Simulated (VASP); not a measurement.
A run of VASP 6.6.1:

INCAR

```
SYSTEM = C
ALGO = Normal
EDIFF = 1E-6
ENCUT = 520
GGA = PE
ISIF = 2
ISMEAR = 0
LASPH = .True.
LCHARG = .False.
LREAL = .False.
LWAVE = .False.
NBANDS = 31
NELM = 60
PREC = Accurate
SIGMA = 0.05
```

KPOINTS

```
k-points
0
Gamma
  12 12 12
  0 0 0
```

POSCAR

```
C
1.0
    1.2472000000      0.7200712557     10.0905666667
   -1.2472000000      0.7200712557     10.0905666667
    0.0000000000     -1.4401425115     10.0905666667
C
10
Direct
    0.0248257000      0.0248257000      0.0248257000
    0.9751743000      0.9751743000      0.9751743000
    0.1086810650      0.1086810650      0.1086810650
    0.8913189350      0.8913189350      0.8913189350
    0.1583663742      0.1583663742      0.1583663742
    0.8416336258      0.8416336258      0.8416336258
    0.3748589682      0.3748589682      0.3748589682
    0.6251410318      0.6251410318      0.6251410318
    0.4253192967      0.4253192967      0.4253192967
    0.5746807033      0.5746807033      0.5746807033
```

Potentials or basis: VASP PAW PBE potentials, release 64 (C).

Run with:

```console
$ cat potpaw_PBE.64/C/POTCAR > POTCAR
$ mpirun -np 1 vasp_std > vasp.out
```

Hardware: 1 thread of Intel(R) Xeon(R) Platinum 8488C (Sapphire Rapids), on a shared host.

How long does it take, and how much memory?

Wall time 65 min on 1 thread of Intel(R) Xeon(R) Platinum 8488C (Sapphire Rapids), on a shared host, peak memory 0.96 GiB. Counts: scf iterations 13, k points 189.
